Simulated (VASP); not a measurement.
# HfN (Fm-3m) in VASP: notebook

Runs on HfN. Level: PBEsol. Tasks: single point, relaxation of cell and atoms.

Everything below comes from runs of VASP 6.6.1. Logs are shortened: lines on timing, memory, paths and dates and some standing lists are left out, and cuts for length are marked.

**1. The cell of the first run**

The structure is cubic, space group Fm-3m (No. 225). Conventional cell: a = 4.518 Å, b = 4.518 Å, c = 4.518 Å, α = 90.00°, β = 90.00°, γ = 90.00°. Within 3.0 Å of Hf (site symmetry m-3m) lie 6 N at 2.26 Å. N (site symmetry m-3m) has 6 Hf at 2.26 Å within 3.0 Å.

**2. Single point, PBEsol**

The input, INCAR:

```
ALGO     = Normal         # electronic algorithm
EDIFF    = 1E-6           # SCF threshold, eV
ENCUT    = 520            # plane-wave cutoff, eV
GGA      = PS             # functional
ISIF     = 2              # what is computed and relaxed
ISMEAR   = 0              # smearing method
LASPH    = True           # aspherical terms in the spheres
LCHARG   = True           # write CHGCAR
LELF     = True           # ELF
LREAL    = False          # projectors in reciprocal space
LVHAR    = True         
LWAVE    = False          # write WAVECAR
NBANDS   = 14             # bands
NELM     = 60             # most SCF steps
PREC     = Accurate       # precision mode
SIGMA    = 0.1            # smearing width, eV
```

The input, KPOINTS:

```
k-points
0
Gamma
  8 8 8
```

The input, POSCAR:

```
HfN
1.0
    0.0000000000      2.2590026142      2.2590026142
    2.2590026142      0.0000000000      2.2590026142
    2.2590026142      2.2590026142      0.0000000000
Hf N
1 1
Direct
    0.5000000000      0.5000000000      0.5000000000
    0.0000000000      0.0000000000      0.0000000000
```

Potentials or basis: VASP PAW PBE potentials, release 64 (Hf_pv, N).

The run is started by

```
> cat potpaw_PBE.64/Hf_pv/POTCAR potpaw_PBE.64/N/POTCAR > POTCAR
> mpirun -np 1 vasp_std > vasp.out
```

OUTCAR:

```text
EDIFF = 1E-6
   ENCUT = 520
   GGA = PS
   ISIF = 2
   ISMEAR = 0
   LASPH = True
   LREAL = False
   NELM = 60
   PREC = Accurate

 ion  position               nearest neighbor table
   1  0.500  0.500  0.500-   2 2.26   2 2.26   2 2.26   2 2.26   2 2.26   2 2.26
   2  0.000  0.000  0.000-   1 2.26   1 2.26   1 2.26   1 2.26   1 2.26   1 2.26

  LATTYP: Found a face centered cubic cell.
 ALAT       =     4.5180052284

  Lattice vectors:

 A1 = (   0.0000000000,   2.2590026142,   2.2590026142)
 A2 = (   2.2590026142,   0.0000000000,   2.2590026142)
 A3 = (   2.2590026142,   2.2590026142,   0.0000000000)

Analysis of symmetry for initial positions (statically):
=====================================================================
 Subroutine PRICEL returns:
 Original cell was already a primitive cell.

 Routine SETGRP: Setting up the symmetry group for a
 face centered cubic supercell.

 Subroutine GETGRP returns: Found 48 space group operations
 (whereof 48 operations were pure point group operations)
 out of a pool of 48 trial point group operations.

The static configuration has the point symmetry O_h .

Analysis of symmetry for dynamics (positions and initial velocities):
=====================================================================
 Subroutine PRICEL returns:
 Original cell was already a primitive cell.

 Routine SETGRP: Setting up the symmetry group for a
 face centered cubic supercell.

 Subroutine GETGRP returns: Found 48 space group operations
 (whereof 48 operations were pure point group operations)
 out of a pool of 48 trial point group operations.

The dynamic configuration has the point symmetry O_h .

 Subroutine INISYM returns: Found 48 space group operations
 (whereof 48 operations are pure point group operations),
 and found     1 'primitive' translations

----------------------------------------------------------------------------------------

                                     Primitive cell

  volume of cell :      23.0558

  direct lattice vectors                    reciprocal lattice vectors
     0.000000000  2.259002614  2.259002614    -0.221336619  0.221336619  0.221336619
     2.259002614  0.000000000  2.259002614     0.221336619 -0.221336619  0.221336619
     2.259002614  2.259002614  0.000000000     0.221336619  0.221336619 -0.221336619

  length of vectors
     3.194712134  3.194712134  3.194712134     0.383366269  0.383366269  0.383366269

  position of ions in fractional coordinates (direct lattice)
     0.500000000  0.500000000  0.500000000
[... 83 lines left out ...]
   NFREE  =      0    steps in history (QN), initial steepest desc. (CG)
   ISIF   =      2    stress and relaxation
   ISYM   =      2    0-nonsym 1-usesym 2-fastsym
   POTIM  = 0.5000    time-step for ionic-motion
   TEBEG  =    0.0;   TEEND  =   0.0 temperature during run
   PSTRESS=    0.0 pullay stress
   NELECT =      15.0000    total number of electrons
   NUPDOWN=      -1.0000    fix difference up-down
   EMIN   =  10.00;   EMAX   =-10.00  energy-range for DOS
   EFERMI =   0.00;   METHOD = LEGACY
   ISMEAR =     0;   SIGMA  =   0.10  broadening in eV -4-tet -1-fermi 0-gaus
   EFERMI_NEDOS =   21; number of points for ismear=-14 and -15
   IALGO  =     38    algorithm
   IMIX   =      4    mixing-type and parameters
     AMIX     =   0.40;   BMIX     =  1.00
     AMIX_MAG =   1.60;   BMIX_MAG =  1.00
  volume/ion in A,a.u.               =      11.53        77.79
  Fermi-wavevector in a.u.,A,eV,Ry     =   1.418552  2.680674 27.378855  2.012289
  Thomas-Fermi vector in A             =   2.539665
   LORBIT       =      0    0 simple, 1 ext, 2 COOP (PROOUT), +10 PAW based schemes
   GGA     = PS    functional components
   LHFCALC =     F    Hartree Fock is set to
   AEXX    =    0.0000 exact exchange contribution
   IVDW    =     0    specifies the selected vdW correction
   LEPSILON=     F    determine dielectric tensor
   LRPA    =     F    only Hartree local field effects (RPA)
 non-spin polarized calculation
 Gauss-broadening in eV      SIGMA  =   0.10
  energy-cutoff  :      520.00
  volume of cell :       23.06
 maximum number of plane-waves:       636
   NGX = 11   NGY = 11   NGZ = 11

 number of electron      15.0000000 magnetization

 Free energy of the ion-electron system (eV)
  ---------------------------------------------------
  ext. energy  EPLUGINS =         0.00000000
  ---------------------------------------------------
  free energy    TOTEN  =       -22.97252413 eV

  energy without entropy =      -22.96838352  energy(sigma->0) =      -22.97045383

 E-fermi :   8.1802     XC(G=0): -12.8943

 val. band max:        8.1390733789   @ k =   0.1250   0.0000   0.0000
 cond. band min:       8.1908689061   @ k =   0.3750   0.1250   0.0000
 fundamental gap:      0.0517955272
 Fermi energy:         8.1801733863

 k-point     1 :       0.0000    0.0000    0.0000
  band No.  band energies     occupation
      1     -22.8727      2.00000
      2     -22.8727      2.00000
      3     -22.8727      2.00000
      4      -9.2314      2.00000
      5       5.2258      2.00000
      6       5.2258      2.00000
      7       5.2258      2.00000
      8       7.8237      2.00000
      9       7.8237      2.00000
     10       7.8237      2.00000
     11      10.0137      0.00000
     12      10.1374      0.00000
     13      10.1374      0.00000
     14      17.7349      0.00000
[... 377 lines left out ...]
      1     -23.6861      2.00000
      2     -23.2024      2.00000
      3     -23.0428      2.00000
      4      -6.9977      2.00000
      5       0.4628      2.00000
      6       2.4546      2.00000
      7       2.5227      2.00000
      8       9.8357      0.00000
      9      10.2646      0.00000
     10      12.5709      0.00000
     11      14.5621      0.00000
     12      15.9750      0.00000
     13      17.5832      0.00000
     14      18.8578      0.00000

 [... further k-points ...]
[... 5 lines left out ...]
  --------------------------------------------------------------------------------------
  -------------------------------------------------------------------------------------
  Total       -0.7132481     -0.7132481     -0.7132481     -0.0000000     -0.0000000      0.0000000
  in kB      -49.5645347    -49.5645347    -49.5645347     -0.0000000     -0.0000000      0.0000000
  external PRESSURE =     -49.5645347 kB  Pullay stress =       0.0000000 kB

 VOLUME and BASIS-vectors are now :
 -----------------------------------------------------------------------------
  energy-cutoff  :      520.00
  volume of cell :       23.06
      direct lattice vectors                 reciprocal lattice vectors
     0.000000000  2.259002614  2.259002614    -0.221336619  0.221336619  0.221336619
     2.259002614  0.000000000  2.259002614     0.221336619 -0.221336619  0.221336619
     2.259002614  2.259002614  0.000000000     0.221336619  0.221336619 -0.221336619

 POSITION                                       TOTAL-FORCE (eV/Angst)
 -----------------------------------------------------------------------------------
      2.25900      2.25900      2.25900         0.000000      0.000000     -0.000000
      0.00000      0.00000      0.00000        -0.000000     -0.000000      0.000000
 -----------------------------------------------------------------------------------
    total drift:                                0.000000     -0.000000     -0.000000

  FREE ENERGIE OF THE ION-ELECTRON SYSTEM (eV)
  ---------------------------------------------------
  free  energy   TOTEN  =       -22.9725241289 eV

  energy  without entropy=      -22.9683835211  energy(sigma->0) =      -22.97045383
```

OSZICAR:

```text
N       E                     dE             d eps       ncg     rms          rms(c)
DAV:   1     0.279732736036E+02    0.27973E+02   -0.80467E+03   812   0.103E+03
DAV:   2    -0.241020335724E+02   -0.52075E+02   -0.48353E+02  1072   0.222E+02
DAV:   3    -0.257110782655E+02   -0.16090E+01   -0.16040E+01   884   0.305E+01
DAV:   4    -0.257171577509E+02   -0.60795E-02   -0.60788E-02  1010   0.214E+00
DAV:   5    -0.257172006808E+02   -0.42930E-04   -0.42929E-04   902   0.157E-01    0.503E+01
DAV:   6    -0.230931761142E+02    0.26240E+01   -0.73083E+00   908   0.209E+01    0.420E+01
DAV:   7    -0.230044747395E+02    0.88701E-01   -0.44822E-01  1016   0.581E+00    0.258E+01
DAV:   8    -0.229781103502E+02    0.26364E-01   -0.11055E-01   950   0.276E+00    0.519E+00
DAV:   9    -0.229727135807E+02    0.53968E-02   -0.15786E-02   938   0.984E-01    0.202E+00
DAV:  10    -0.229725637775E+02    0.14980E-03   -0.12276E-03  1066   0.325E-01    0.482E-01
DAV:  11    -0.229725255488E+02    0.38229E-04   -0.88900E-05  1004   0.926E-02    0.840E-02
DAV:  12    -0.229725244085E+02    0.11403E-05   -0.76288E-06  1006   0.234E-02    0.289E-02
DAV:  13    -0.229725241289E+02    0.27957E-06   -0.17940E-07   556   0.417E-03
   1 F= -.22972524E+02 E0= -.22970454E+02  d E =-.414061E-02
```

Run time: 9.9 s. Hardware: 1 thread of AMD EPYC 7R43 (Zen 3), shared host; peak memory 0.11 GiB.

Results:

```yaml
Free_energy: -22.9725 eV
Pressure: -5.0 GPa
```

Caveat: the PAW data sets were made with another functional, which shifts forces and pressure a little; spin-orbit coupling is left out, which moves the levels of the heavy elements.

**3. Single point, PBEsol**

This run uses another cell than the first one, of 11.40 Å³/atom, 0.989 times its volume.

The input, INCAR:

```
  ALGO = Normal
  EDIFF = 1E-6
  ENCUT = 520
  GGA = PS
  ISIF = 2
  ISMEAR = 0
  LASPH = True
  LCHARG = True
  LELF = True
  LREAL = False
  LVHAR = True
  LWAVE = False
  NBANDS = 14
  NELM = 100
  PREC = Accurate
  SIGMA = 0.1
```

The input, KPOINTS:

```
k-points
0
Gamma
  16 16 16
```

The input, POSCAR:

```
HfN
1.0
    0.0000000000      2.2507757608      2.2507757608
    2.2507757608      0.0000000000      2.2507757608
    2.2507757608      2.2507757608      0.0000000000
Hf N
1 1
Direct
    0.5000000000      0.5000000000      0.5000000000
    0.0000000000      0.0000000000      0.0000000000
```

Potentials or basis: VASP PAW PBE potentials, release 64 (Hf_pv, N).

The run is started by

```
> cat potpaw_PBE.64/Hf_pv/POTCAR potpaw_PBE.64/N/POTCAR > POTCAR
> mpirun -np 1 vasp_std > vasp.out
```

OUTCAR:

```text
EDIFF = 1E-6
   ENCUT = 520
   GGA = PS
   ISIF = 2
   ISMEAR = 0
   LASPH = True
   LREAL = False
   NELM = 100
   PREC = Accurate

 ion  position               nearest neighbor table
   1  0.500  0.500  0.500-   2 2.25   2 2.25   2 2.25   2 2.25   2 2.25   2 2.25
   2  0.000  0.000  0.000-   1 2.25   1 2.25   1 2.25   1 2.25   1 2.25   1 2.25

  LATTYP: Found a face centered cubic cell.
 ALAT       =     4.5015515216

  Lattice vectors:

 A1 = (   0.0000000000,   2.2507757608,   2.2507757608)
 A2 = (   2.2507757608,   0.0000000000,   2.2507757608)
 A3 = (   2.2507757608,   2.2507757608,   0.0000000000)

Analysis of symmetry for initial positions (statically):
=====================================================================
 Subroutine PRICEL returns:
 Original cell was already a primitive cell.

 Routine SETGRP: Setting up the symmetry group for a
 face centered cubic supercell.

 Subroutine GETGRP returns: Found 48 space group operations
 (whereof 48 operations were pure point group operations)
 out of a pool of 48 trial point group operations.

The static configuration has the point symmetry O_h .

Analysis of symmetry for dynamics (positions and initial velocities):
[... 177 lines left out ...]
     10       7.9183      2.00000
     11      10.2134      0.00000
     12      10.2661      0.00000
     13      10.2661      0.00000
     14      17.8608      0.00000
[... 377 lines left out ...]
      1     -22.8237      2.00000
      2     -22.7473      2.00000
      3     -22.7238      2.00000
      4      -8.9618      2.00000
      5       4.2636      2.00000
      6       4.6154      2.00000
      7       4.9361      2.00000
      8       8.0942      1.99384
      9       8.0954      1.99352
     10       8.5482      0.00023
     11      10.4028      0.00000
     12      11.2242      0.00000
     13      11.3301      0.00000
     14      18.6712      0.00000

 [... further k-points ...]

------------------------ aborting loop because EDIFF is reached ----------------------------------------

  FORCE on cell =-STRESS in cart. coord.  units (eV):
  Direction    XX          YY          ZZ          XY          YZ          ZX
  --------------------------------------------------------------------------------------
  -------------------------------------------------------------------------------------
  Total       -0.3110220     -0.3110220     -0.3110220      0.0000000     -0.0000000      0.0000000
  in kB      -21.8511838    -21.8511838    -21.8511838      0.0000000     -0.0000000      0.0000000
  external PRESSURE =     -21.8511838 kB  Pullay stress =       0.0000000 kB

 VOLUME and BASIS-vectors are now :
 -----------------------------------------------------------------------------
  energy-cutoff  :      520.00
  volume of cell :       22.80
      direct lattice vectors                 reciprocal lattice vectors
     0.000000000  2.250775761  2.250775761    -0.222145630  0.222145630  0.222145630
     2.250775761  0.000000000  2.250775761     0.222145630 -0.222145630  0.222145630
     2.250775761  2.250775761  0.000000000     0.222145630  0.222145630 -0.222145630

 POSITION                                       TOTAL-FORCE (eV/Angst)
 -----------------------------------------------------------------------------------
      2.25078      2.25078      2.25078        -0.000000     -0.000000      0.000000
      0.00000      0.00000      0.00000         0.000000      0.000000     -0.000000
 -----------------------------------------------------------------------------------
    total drift:                                0.000000     -0.000000     -0.000000

  FREE ENERGIE OF THE ION-ELECTRON SYSTEM (eV)
  ---------------------------------------------------
  free  energy   TOTEN  =       -22.9948298870 eV

  energy  without entropy=      -22.9918771961  energy(sigma->0) =      -22.99335354
```

stdout:

```text
POSCAR found type information on POSCAR HfN
 POSCAR found :  2 types and       2 ions
 scaLAPACK will be used
 -----------------------------------------------------------------------------
|                                                                             |
|                                                                             |
|     You enforced a specific xc type in the INCAR file but a different       |
|     I HOPE YOU KNOW WHAT YOU ARE DOING!                                     |
|                                                                             |
 -----------------------------------------------------------------------------

 LDA part: xc-table for (Slater+PW92), standard interpolation
 POSCAR, INCAR and KPOINTS ok, starting setup
 FFT: planning ... GRIDC
 FFT: planning ... GRID_SOFT
 FFT: planning ... GRID
 WAVECAR not read
 entering main loop
```

Run time: 35 s. Hardware: 1 thread of AMD EPYC 7R43 (Zen 3), shared host; peak memory 0.14 GiB.

What came out:

```yaml
Free_energy: -22.9948 eV
Pressure: -2.2 GPa
```

Levels at points of the mesh, in eV from the Fermi level:
```
           k point  band 5  band 6  band 7  band 8  band 9  band 10  band 11  band 12
(0.00, 0.00, 0.00)   -2.99   -2.99   -2.99   -0.37   -0.37    -0.37     1.93     1.98
(0.50, 0.00, 0.00)   -8.96   -6.22   -6.22    3.35    3.78     3.78     4.47     9.01
(0.50, 0.50, 0.00)   -5.38   -3.88   -3.65   -3.65    4.16     5.64     5.64     5.75
```

Caveat: the PAW data sets were made with another functional, which shifts forces and pressure a little; spin-orbit coupling is left out, which moves the levels of the heavy elements.

**4. Relaxation of cell and atoms, PBEsol**

The input, INCAR:

```
SYSTEM = HfN
PREC = Accurate
ENCUT = 600
EDIFF = 1E-6
ISMEAR = 0
SIGMA = 0.1
LREAL = .False.
LASPH = .True.
NELM = 60
ALGO = Normal
ISIF = 3
LWAVE = .False.
LCHARG = .False.
GGA = PS
IBRION = 2
NSW = 100
EDIFFG = -0.005
```

The input, KPOINTS:

```
Automatic mesh
0
Gamma
  16 16 16
  0 0 0
```

The input, POSCAR:

```
HfN
1.0
    0.0000000000      2.2590026142      2.2590026142
    2.2590026142      0.0000000000      2.2590026142
    2.2590026142      2.2590026142      0.0000000000
Hf N
1 1
Direct
    0.5000000000      0.5000000000      0.5000000000
    0.0000000000      0.0000000000      0.0000000000
```

The run is started by

```
> cat potpaw_PBE.64/Hf_pv/POTCAR potpaw_PBE.64/N/POTCAR > POTCAR
> mpirun -np 1 vasp_std > vasp.out
```

Run time: 90 s. Hardware: 1 thread of AMD EPYC 7R43 (Zen 3), shared host; peak memory 0.17 GiB.

The run converged. Its results:

| Property | Result |
| --- | --- |
| Free energy | -22.9986 eV |
| Relaxed volume | 11.31 Å³/atom |
| Relaxed cell | a = 3.175 Å, b = 3.175 Å, c = 3.175 Å, α = 60.00°, β = 60.00°, γ = 60.00° |
| Space group after relaxing (to 0.05 Å) | Fm-3m (No. 225) |
| Energy gained by relaxing | 3.6 meV/atom |
| Ionic steps | 3 |
| Pressure after relaxing | -0.1 GPa |

The path:
| step | energy change (eV) | largest force (eV/Å) | pressure (GPa) | volume (Å³) |
| --- | --- | --- | --- | --- |
| 1 | 0.0000 | 0.0000 | -5.31 | 23.06 |
| 2 | 0.0216 | 0.0000 | 11.70 | 21.80 |
| 3 | -0.0073 | 0.0000 | -0.06 | 22.63 |

Final structure:
```cif
data_structure
_symmetry_space_group_name_H-M 'P 1'
_symmetry_Int_Tables_number 1
_cell_length_a 3.1748
_cell_length_b 3.1748
_cell_length_c 3.1748
_cell_angle_alpha 60.000
_cell_angle_beta 60.000
_cell_angle_gamma 60.000
_cell_volume 22.63
loop_
_atom_site_label
_atom_site_type_symbol
_atom_site_fract_x
_atom_site_fract_y
_atom_site_fract_z
_atom_site_occupancy
Hf1 Hf 0.50000 0.50000 0.50000 1
N1 N 0.00000 0.00000 0.00000 1
```

Levels at points of the mesh, in eV from the Fermi level:
| k point | band 6 | band 7 | band 8 | band 9 | band 10 | band 11 |
| --- | --- | --- | --- | --- | --- | --- |
| (0.00, 0.00, 0.00) | -3.00 | -3.00 | -0.37 | -0.37 | -0.37 | 2.00 |
| (0.50, 0.00, 0.00) | -6.26 | -6.26 | 3.39 | 3.82 | 3.82 | 4.51 |
| (0.50, 0.50, 0.00) | -3.92 | -3.66 | -3.66 | 4.20 | 5.70 | 5.71 |

Caveat: the PAW data sets were made with another functional, which shifts forces and pressure a little; spin-orbit coupling is left out, which moves the levels of the heavy elements.

(Part 1 of 2 ends here.)
